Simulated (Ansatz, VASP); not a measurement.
## One calculation of Mg3Te, two programs

INCAR

```
SYSTEM = Mg3Te
PREC     = Accurate       ! precision mode
ENCUT    = 520            ! plane-wave cutoff, eV
EDIFF    = 1E-6           ! SCF threshold, eV
ISMEAR   = -1             ! smearing method
SIGMA    = 0.05           ! smearing width, eV
LREAL    = .False.        ! projectors in reciprocal space
LASPH    = .True.         ! aspherical terms in the spheres
NELM     = 60             ! most SCF steps
ALGO     = Fast           ! electronic algorithm
ISIF     = 2              ! what is computed and relaxed
LWAVE    = .False.        ! write WAVECAR
LCHARG   = .False.        ! write CHGCAR
GGA      = PS             ! functional
NBANDS   = 14             ! bands
```

The input KPOINTS:

```
regular mesh
0
Gamma
  9 9 9
  0 0 0
```

The input POSCAR:

```
Mg3Te
1.0
   -2.1393600000      2.1393600000      5.2824880000
    2.1393600000     -2.1393600000      5.2824880000
    2.1393600000      2.1393600000     -5.2824880000
Te Mg
1 3
Direct
    0.0000000000      0.0000000000      0.0000000000
    0.2500000000      0.7500000000      0.5000000000
    0.7500000000      0.2500000000      0.5000000000
    0.5000000000      0.5000000000      0.0000000000
```

input.yaml

```yaml
crystal:
  lattice:
    - [-2.13936, 2.13936, 5.282488]
    - [2.13936, -2.13936, 5.282488]
    - [2.13936, 2.13936, -5.282488]
  atoms:
    - { symbol: Te, position: [0.0, 0.0, 0.0] }
    - { symbol: Mg, position: [0.25, 0.75, 0.5] }
    - { symbol: Mg, position: [0.75, 0.25, 0.5] }
    - { symbol: Mg, position: [0.5, 0.5, 0.0] }
kpoints:
  mp_grid: { grid: [9, 9, 9] }
  band_path:
    path:
      - [0.0, 0.0, 0.0]
      - [-0.5, 0.5, 0.0]
      - [-0.5, 0.5, -0.0820088476]
      - [-0.2910044238, 0.2910044238, -0.2910044238]
      - [0.0, 0.0, 0.0]
      - [0.5, 0.5, -0.5]
      - [0.2910044238, 0.7089955762, -0.7089955762]
      - [0.0, 0.5, -0.5]
    npoints: 8
scf:
  occupations: { method: fermi_dirac, width: 0.05 }
hamiltonian:
  xc: pbesol
  pseudopotentials: { kind: all_electron, lapw: { basis_error: 0.002 } }
output:
  forces: true
  stress: true
  eigenvalues: true
```

Alike in both runs: functional PBEsol; k mesh 9 × 9 × 9; occupations fermi-dirac, width 0.05 eV; no spin polarisation.

|  | VASP | Ansatz |
| --- | --- | --- |
| version | VASP 6.6.1 | Ansatz 0.2.0 |
| potentials or method | VASP PAW PBE potentials, release 64 (Te, Mg), cutoff 520 eV | all-electron LAPW, scalar-relativistic |
| task | single point | band structure |

Ansatz gave:

| Item | Value |
| --- | --- |
| gap on the k mesh at the Fermi level (eV) | none |
| pressure (GPa) | -1.0 |
| traceless stress, the component that is largest in VASP (GPa) | -0.11 |

Question: Which values does VASP return?

Answer: gap on the k mesh at the Fermi level (eV): none; pressure (GPa): -1.1; traceless stress, the component that is largest in VASP (GPa): -0.14.

VASP's potentials were made for PBE, not for PBEsol. A gap of «none» marks a metal or a gap that the smearing closes. Ansatz ran all-electron here, and VASP with PAW potentials.

Neither program's run includes spin-orbit coupling.
